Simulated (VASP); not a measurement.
Wanted: the native input for a VASP 6.6.1 run.

| Item | Value |
| --- | --- |
| Task | single point |
| Functional | PBE |
| Potentials or basis | VASP PAW PBE potentials, release 64 (La, N) |
| Cutoff | 520 eV |
| k mesh | 12 × 12 × 2 |
| Occupations | gaussian, width 0.1 eV |
| Spin | no spin polarisation |
| Dipole correction | no |
| Further INCAR settings | ALGO = Normal; EDIFF = 1e-06; NBANDS = 44 |

The structure of La6N lies in POSCAR:

```
La6N
1.0
    3.7131551541      0.0000000000      0.0000000000
   -1.8565775771      3.2156866916      0.0000000000
    0.0000000000      0.0000000000     18.9096076435
La N
6 1
Direct
    0.3333333333      0.6666666667      0.4179139527
    0.6666666667      0.3333333333      0.5820860473
    0.3333333333      0.6666666667      0.0748170627
    0.6666666667      0.3333333333      0.9251829373
    0.0000000000      0.0000000000      0.7383142982
    0.0000000000      0.0000000000      0.2616857018
    0.0000000000      0.0000000000      0.0000000000
```

The input as run:

INCAR

```
SYSTEM = La6N
PREC = Accurate
ENCUT = 520
EDIFF = 1E-6
ISMEAR = 0
SIGMA = 0.1
LREAL = .False.
LASPH = .True.
NELM = 100
ALGO = Normal
ISIF = 2
LWAVE = .False.
LCHARG = .False.
GGA = PE
NBANDS = 44
```

KPOINTS

```
Automatic mesh
0
Gamma
  12 12 2
  0 0 0
```

Potentials or basis: VASP PAW PBE potentials, release 64 (La, N).

Launch:

```sh
$ cat potpaw_PBE.64/La/POTCAR potpaw_PBE.64/N/POTCAR > POTCAR
$ mpirun -np 1 vasp_std > vasp.out
```

It gave:

```yaml
Pressure: 0.0 GPa
Largest_force: 0.013 eV/Å
```

Wall time 11 min on 1 thread of AMD EPYC 7R13 (shared host), peak memory 0.52 GiB.
